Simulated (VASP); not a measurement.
Write the native input for VASP 6.6.1 that does the following.

```
Task                   : single point
Functional             : r2SCAN
Potentials or basis    : VASP PAW PBE potentials, release 64 (B, P)
Cutoff                 : 520 eV
k mesh                 : 12 × 12 × 12
Occupations            : gaussian, width 0.05 eV
Spin                   : no spin polarisation
Dipole correction      : no
Further INCAR settings : ALGO = Normal; EDIFF = 1e-06; NBANDS = 11
```

The system is BP.

```
B P
1.0
     0.00000    2.13521    2.56225
     2.13521    0.00000    2.56225
     2.13521    2.13521    0.00000
B P
1 1
Cartesian
  0.0000 0.0000 0.0000
  3.2028 3.2028 3.8434
```

This cell differs from its parent crystal: ratio of the length along z to the lengths across it x 1.2, volume and fractional coordinates fixed.

One way to write it, as run:

POSCAR

```
BP
1.0
    0.0000000000      2.1352107495      2.5622528994
    2.1352107495      0.0000000000      2.5622528994
    2.1352107495      2.1352107495      0.0000000000
B P
1 1
Direct
    0.0000000000      0.0000000000      0.0000000000
    0.7500000000      0.7500000000      0.7500000000
```

INCAR.step1

```
SYSTEM = BP
  PREC = Accurate
  ENCUT = 520
  ISMEAR = 0
  SIGMA = 0.05
  LREAL = .FALSE.
  LASPH = .TRUE.
  NELM = 100
  NBANDS = 11
  GGA = PE
  ALGO = Normal
  EDIFF = 1E-4
  LWAVE = .TRUE.
  LCHARG = .FALSE.
```

INCAR.step2

```
SYSTEM = BP
  PREC = Accurate
  ENCUT = 520
  EDIFF = 1E-6
  ISMEAR = 0
  SIGMA = 0.05
  LREAL = .FALSE.
  LASPH = .TRUE.
  NELM = 100
  ALGO = Normal
  ISIF = 2
  LWAVE = .FALSE.
  LCHARG = .TRUE.
  METAGGA = R2SCAN
  LMIXTAU = .TRUE.
  LELF = .TRUE.
  LVHAR = .TRUE.
  NBANDS = 11
  ISTART = 1
```

KPOINTS

```
Automatic mesh
0
G
  12 12 12
  0 0 0
```

Potentials or basis: VASP PAW PBE potentials, release 64 (B, P).

Launch:

```bash
$ cat potpaw_PBE.64/B/POTCAR potpaw_PBE.64/P/POTCAR > POTCAR
$ cp INCAR.step1 INCAR
$ mpirun -np 1 vasp_std > vasp.out
$ cp INCAR.step2 INCAR
$ mpirun -np 1 vasp_std > vasp.out
```

Results of the run:

```
Pressure               : -0.7 GPa
Band gap on the k mesh : zero (bands 4 and 5 overlap by 0.03 eV)
```

Caveat: the stress differs along the axes, from -44 to 21 GPa; semilocal functionals underestimate gaps, and a narrow one can read as zero; the PAW data sets were made with another functional, which shifts forces and pressure a little.

Wall time 76 s on 1 thread of Intel(R) Xeon(R) 6975P-C (Granite Rapids) (shared host), peak memory 0.17 GiB.
